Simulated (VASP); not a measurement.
# SiC (P6_3mc) in VASP: a series of runs

The runs below take SiC through single point, relaxation of cell and atoms, with PBE.

Program: VASP 6.6.1. These are calculated values, not measurements. Logs are shortened: lines on timing, memory, paths and dates and some standing lists are left out, and cuts for length are marked.

### 1 The cell of the first run

It takes space group P6_3mc (No. 186, hexagonal). The conventional cell has a = 3.094 Å, b = 3.094 Å, c = 10.129 Å, α = 90.00°, β = 90.00°, γ = 120.00°. Within 2.5 Å of Si (site symmetry 3m) lie 4 C at 1.90 Å. Within 2.5 Å of Si (site symmetry 3m) lie 4 C at 1.89 to 1.90 Å. C (site symmetry 3m) has 4 Si at 1.89 to 1.90 Å within 2.5 Å. Within 2.5 Å of C (site symmetry 3m) lie 4 Si at 1.90 Å.

### 2 Single point, PBE

File INCAR:

```
ALGO     = Normal         # electronic algorithm
EDIFF    = 1E-6           # SCF threshold, eV
ENCUT    = 520            # plane-wave cutoff, eV
GGA      = PE             # functional
ISIF     = 2              # what is computed and relaxed
ISMEAR   = 0              # smearing method
LASPH    = T              # aspherical terms in the spheres
LCHARG   = F              # write CHGCAR
LREAL    = Auto         
LWAVE    = F              # write WAVECAR
NBANDS   = 86             # bands
NELM     = 80             # most SCF steps
PREC     = Accurate       # precision mode
SIGMA    = 0.01           # smearing width, eV
```

File KPOINTS:

```
k-points
0
Gamma
  2 2 2
```

File POSCAR:

```
SiC
1.0
    6.1882403624     -0.0000000001      0.0000000000
   -3.0941201812     -5.3591733585      0.0000000000
    0.0000000000      0.0000000000    -10.1293391981
Si C
16 16
Direct
    0.1666666667      0.3333333333      0.0621558122
    0.6666666667      0.3333333333      0.0621558122
    0.1666666667      0.8333333333      0.0621558122
    0.6666666667      0.8333333333      0.0621558122
    0.8333333333      0.1666666667      0.5621558122
    0.3333333333      0.1666666667      0.5621558122
    0.8333333333      0.6666666667      0.5621558122
    0.3333333333      0.6666666667      0.5621558122
    0.0000000000      0.5000000000      0.3121004435
    0.5000000000      0.5000000000      0.3121004435
    0.0000000000      1.0000000000      0.3121004435
    0.5000000000      1.0000000000      0.3121004435
    0.0000000000      0.5000000000      0.8121004435
    0.5000000000      0.5000000000      0.8121004435
    0.0000000000      1.0000000000      0.8121004435
    0.5000000000      1.0000000000      0.8121004435
    0.1666666667      0.3333333333      0.2501925541
    0.6666666667      0.3333333333      0.2501925541
    0.1666666667      0.8333333333      0.2501925541
    0.6666666667      0.8333333333      0.2501925541
    0.8333333333      0.1666666667      0.7501925541
    0.3333333333      0.1666666667      0.7501925541
    0.8333333333      0.6666666667      0.7501925541
    0.3333333333      0.6666666667      0.7501925541
    0.0000000000      0.0000000000      0.4995521901
    0.5000000000      0.0000000000      0.4995521901
    0.0000000000      0.5000000000      0.4995521901
    0.5000000000      0.5000000000      0.4995521901
    0.0000000000      0.0000000000      0.9995521901
    0.5000000000      0.0000000000      0.9995521901
    0.0000000000      0.5000000000      0.9995521901
    0.5000000000      0.5000000000      0.9995521901
```

Potentials or basis: VASP PAW PBE potentials, release 64 (Si, C).

Run with:

```sh
cat potpaw_PBE.64/Si/POTCAR potpaw_PBE.64/C/POTCAR > POTCAR
mpirun -np 1 vasp_std > vasp.out
```

OUTCAR:

```text
EDIFF = 1E-6
   ENCUT = 520
   GGA = PE
   ISIF = 2
   ISMEAR = 0
   LASPH = T
   LREAL = Auto
   NELM = 80
   PREC = Accurate

 ion  position               nearest neighbor table
   1  0.167  0.333  0.062-  29 1.90  32 1.90  31 1.90  17 1.90   3 3.09   3 3.09   2 3.09   2 3.09
                             4 3.09   4 3.09  11 3.10  10 3.10   9 3.10  15 3.10  14 3.10  13 3.10
   2  0.667  0.333  0.062-  30 1.90  31 1.90  32 1.90  18 1.90   4 3.09   4 3.09   1 3.09   1 3.09
                             3 3.09   3 3.09  12 3.10   9 3.10  10 3.10  16 3.10  13 3.10  14 3.10
   3  0.167  0.833  0.062-  31 1.90  30 1.90  29 1.90  19 1.90   1 3.09   1 3.09   4 3.09   4 3.09
                             2 3.09   2 3.09   9 3.10  12 3.10  11 3.10  13 3.10  16 3.10  15 3.10
   4  0.667  0.833  0.062-  32 1.90  29 1.90  30 1.90  20 1.90   2 3.09   2 3.09   3 3.09   3 3.09
                             1 3.09   1 3.09  10 3.10  11 3.10  12 3.10  14 3.10  15 3.10  16 3.10
   5  0.833  0.167  0.562-  27 1.90  26 1.90  25 1.90  21 1.90   7 3.09   7 3.09   6 3.09   6 3.09
                             8 3.09   8 3.09  13 3.10  16 3.10  15 3.10   9 3.10  12 3.10  11 3.10
   6  0.333  0.167  0.562-  28 1.90  25 1.90  26 1.90  22 1.90   8 3.09   8 3.09   5 3.09   5 3.09
                             7 3.09   7 3.09  14 3.10  15 3.10  16 3.10  10 3.10  11 3.10  12 3.10
   7  0.833  0.667  0.562-  25 1.90  28 1.90  27 1.90  23 1.90   5 3.09   5 3.09   8 3.09   8 3.09
                             6 3.09   6 3.09  15 3.10  14 3.10  13 3.10  11 3.10  10 3.10   9 3.10
   8  0.333  0.667  0.562-  26 1.90  27 1.90  28 1.90  24 1.90   6 3.09   6 3.09   7 3.09   7 3.09
                             5 3.09   5 3.09  16 3.10  13 3.10  14 3.10  12 3.10   9 3.10  10 3.10
   9  0.000  0.500  0.312-  19 1.89  18 1.89  17 1.89  27 1.90  11 3.09  11 3.09  10 3.09  10 3.09
[... 38 lines left out ...]
 A1 = (   6.1882403624,  -0.0000000001,   0.0000000000)
 A2 = (  -3.0941201812,  -5.3591733585,   0.0000000000)
 A3 = (   0.0000000000,   0.0000000000, -10.1293391981)

Analysis of symmetry for initial positions (statically):
=====================================================================
 Subroutine PRICEL returns following result:

  LATTYP: Found a hexagonal cell.
 ALAT       =     3.0941201812
 C/A-ratio  =     3.2737381242

  Lattice vectors:

 A1 = (   3.0941201812,  -0.0000000001,   0.0000000000)
 A2 = (  -1.5470600906,  -2.6795866792,   0.0000000000)
 A3 = (   0.0000000000,   0.0000000000, -10.1293391981)

   4 primitive cells build up your supercell.

 Routine SETGRP: Setting up the symmetry group for a
 hexagonal supercell.

 Subroutine GETGRP returns: Found 12 space group operations
 (whereof  6 operations were pure point group operations)
 out of a pool of 24 trial point group operations.

The static configuration has the point symmetry C_3v.
[... 130 lines left out ...]
   EMIN   =  10.00;   EMAX   =-10.00  energy-range for DOS
   EFERMI =   0.00;   METHOD = LEGACY
   ISMEAR =     0;   SIGMA  =   0.01  broadening in eV -4-tet -1-fermi 0-gaus
   EFERMI_NEDOS =   21; number of points for ismear=-14 and -15
   IALGO  =     38    algorithm
   IMIX   =      4    mixing-type and parameters
     AMIX     =   0.40;   BMIX     =  1.00
     AMIX_MAG =   1.60;   BMIX_MAG =  1.00
  volume/ion in A,a.u.               =      10.50        70.84
  Fermi-wavevector in a.u.,A,eV,Ry     =   1.186851  2.242823 19.165368  1.408615
  Thomas-Fermi vector in A             =   2.323015
   LORBIT       =      0    0 simple, 1 ext, 2 COOP (PROOUT), +10 PAW based schemes
   GGA     = PE    functional components
   LHFCALC =     F    Hartree Fock is set to
   AEXX    =    0.0000 exact exchange contribution
   IVDW    =     0    specifies the selected vdW correction
   LEPSILON=     F    determine dielectric tensor
   LRPA    =     F    only Hartree local field effects (RPA)
 non-spin polarized calculation
 Gauss-broadening in eV      SIGMA  =   0.01
  energy-cutoff  :      520.00
  volume of cell :      335.93
 maximum number of plane-waves:      9074
 NGX is ok and might be reduce to    48
   NGX = 23   NGY = 23   NGZ = 37

 number of electron     128.0000004 magnetization

 Free energy of the ion-electron system (eV)
  ---------------------------------------------------
  ext. energy  EPLUGINS =         0.00000000
  ---------------------------------------------------
  free energy    TOTEN  =      -239.98432508 eV

  energy without entropy =     -239.98432508  energy(sigma->0) =     -239.98432508

 E-fermi :   8.0944     XC(G=0): -11.2815

 val. band max:        8.0419942188   @ k =   0.0000   0.0000   0.0000
 cond. band min:      10.2425307694   @ k =   0.0000   0.0000   0.0000
 fundamental gap:      2.2005365506
 Fermi energy:         8.0943650484

 k-point     1 :       0.0000    0.0000    0.0000
  band No.  band energies     occupation
      1      -7.3382      2.00000
      2      -6.1750      2.00000
      3      -6.1372      2.00000
      4      -3.9660      2.00000
      5      -3.9660      2.00000
      6      -3.9660      2.00000
[... 305 lines left out ...]
     75      13.5112      0.00000
     76      13.5112      0.00000
 [bands above 76 left out]

------------------------ aborting loop because EDIFF is reached ----------------------------------------

  FORCE on cell =-STRESS in cart. coord.  units (eV):
  Direction    XX          YY          ZZ          XY          YZ          ZX
  --------------------------------------------------------------------------------------
  -------------------------------------------------------------------------------------
  Total        1.1456627      1.1456627     -1.5799478     -0.0000000      0.0000000      0.0000000
  in kB        5.4641331      5.4641331     -7.5354160     -0.0000000      0.0000000      0.0000000
  external PRESSURE =       1.1309500 kB  Pullay stress =       0.0000000 kB

 VOLUME and BASIS-vectors are now :
 -----------------------------------------------------------------------------
  energy-cutoff  :      520.00
  volume of cell :      335.93
      direct lattice vectors                 reciprocal lattice vectors
     6.188240362 -0.000000000  0.000000000     0.161596826 -0.093297971  0.000000000
    -3.094120181 -5.359173358  0.000000000    -0.000000000 -0.186595942  0.000000000
     0.000000000  0.000000000-10.129339198     0.000000000  0.000000000 -0.098723123

 POSITION                                       TOTAL-FORCE (eV/Angst)
 -----------------------------------------------------------------------------------
      0.00000     -1.78639     -0.62960         0.000000     -0.000000      0.037516
      3.09412     -1.78639     -0.62960         0.000000     -0.000000      0.037516
     -1.54706     -4.46598     -0.62960         0.000000     -0.000000      0.037516
      1.54706     -4.46598     -0.62960         0.000000     -0.000000      0.037516
      4.64118     -0.89320     -5.69427        -0.000000      0.000000      0.037516
      1.54706     -0.89320     -5.69427         0.000000     -0.000000      0.037516
[... 24 lines left out ...]
     -1.54706     -2.67959    -10.12480         0.000000     -0.000000     -0.034698
      1.54706     -2.67959    -10.12480         0.000000     -0.000000     -0.034698
 -----------------------------------------------------------------------------------
    total drift:                               -0.000000      0.000000      0.029285

  FREE ENERGIE OF THE ION-ELECTRON SYSTEM (eV)
  ---------------------------------------------------
  free  energy   TOTEN  =      -239.9843250755 eV

  energy  without entropy=     -239.9843250755  energy(sigma->0) =     -239.98432508
```

OSZICAR:

```text
N       E                     dE             d eps       ncg     rms          rms(c)
DAV:   1     0.384253456676E+03    0.38425E+03   -0.58377E+04   688   0.135E+03
DAV:   2    -0.228752004884E+03   -0.61301E+03   -0.58007E+03   864   0.230E+02
DAV:   3    -0.268778690294E+03   -0.40027E+02   -0.39652E+02   848   0.571E+01
DAV:   4    -0.269585996412E+03   -0.80731E+00   -0.80463E+00   808   0.899E+00
DAV:   5    -0.269608954574E+03   -0.22958E-01   -0.22924E-01   840   0.145E+00    0.348E+01
DAV:   6    -0.240813643509E+03    0.28795E+02   -0.96401E+01   778   0.232E+01    0.153E+01
DAV:   7    -0.240102173698E+03    0.71147E+00   -0.77803E+00   872   0.699E+00    0.679E+00
DAV:   8    -0.239988434650E+03    0.11374E+00   -0.48452E-01   772   0.193E+00    0.185E+00
DAV:   9    -0.239981787784E+03    0.66469E-02   -0.65743E-02   808   0.771E-01    0.292E-01
DAV:  10    -0.239983993961E+03   -0.22062E-02   -0.62390E-03   818   0.222E-01    0.143E-01
DAV:  11    -0.239984311685E+03   -0.31772E-03   -0.86556E-04   792   0.102E-01    0.343E-02
DAV:  12    -0.239984320108E+03   -0.84232E-05   -0.38680E-05   826   0.188E-02    0.120E-02
DAV:  13    -0.239984324733E+03   -0.46254E-05   -0.31235E-06   648   0.567E-03    0.549E-03
DAV:  14    -0.239984325076E+03   -0.34204E-06   -0.24115E-07   434   0.149E-03
   1 F= -.23998433E+03 E0= -.23998433E+03  d E =-.172924E-14
```

stdout:

```text
POSCAR found type information on POSCAR SiC
 POSCAR found :  2 types and      32 ions
 scaLAPACK will be used
 LDA part: xc-table for (Slater+PW92), standard interpolation
 POSCAR, INCAR and KPOINTS ok, starting setup
 FFT: planning ... GRIDC
 FFT: planning ... GRID_SOFT
 FFT: planning ... GRID
 WAVECAR not read
 entering main loop
```

Wall time 1.8 min (1 thread of Intel Xeon 6975P-C (Granite Rapids), shared host); peak memory 0.43 GiB.

What came out:

| Item | Value |
| --- | --- |
| Free energy | -239.9843 eV |
| Pressure | 0.1 GPa |
| Largest force | 0.038 eV/Å |
| Band gap on the k mesh | 2.20 eV |

Forces on the atoms (eV/Å):
```
Si   0.000  0.000  0.038
Si   0.000  0.000  0.038
Si   0.000  0.000  0.038
Si   0.000  0.000  0.038
Si   0.000  0.000  0.038
Si   0.000  0.000  0.038
Si   0.000  0.000  0.038
Si   0.000  0.000  0.038
Si   0.000  0.000  0.035
Si   0.000  0.000  0.035
Si   0.000  0.000  0.035
Si   0.000  0.000  0.035
Si   0.000  0.000  0.035
Si   0.000  0.000  0.035
Si   0.000  0.000  0.035
Si   0.000  0.000  0.035
C    0.000  0.000 -0.038
C    0.000  0.000 -0.038
C    0.000  0.000 -0.038
C    0.000  0.000 -0.038
C    0.000  0.000 -0.038
C    0.000  0.000 -0.038
C    0.000  0.000 -0.038
C    0.000  0.000 -0.038
C    0.000  0.000 -0.035
C    0.000  0.000 -0.035
C    0.000  0.000 -0.035
C    0.000  0.000 -0.035
C    0.000  0.000 -0.035
C    0.000  0.000 -0.035
C    0.000  0.000 -0.035
C    0.000  0.000 -0.035
```

Caveat: the k points lie up to 0.59 Å⁻¹ apart.

(Part 1 of 2 ends here.)
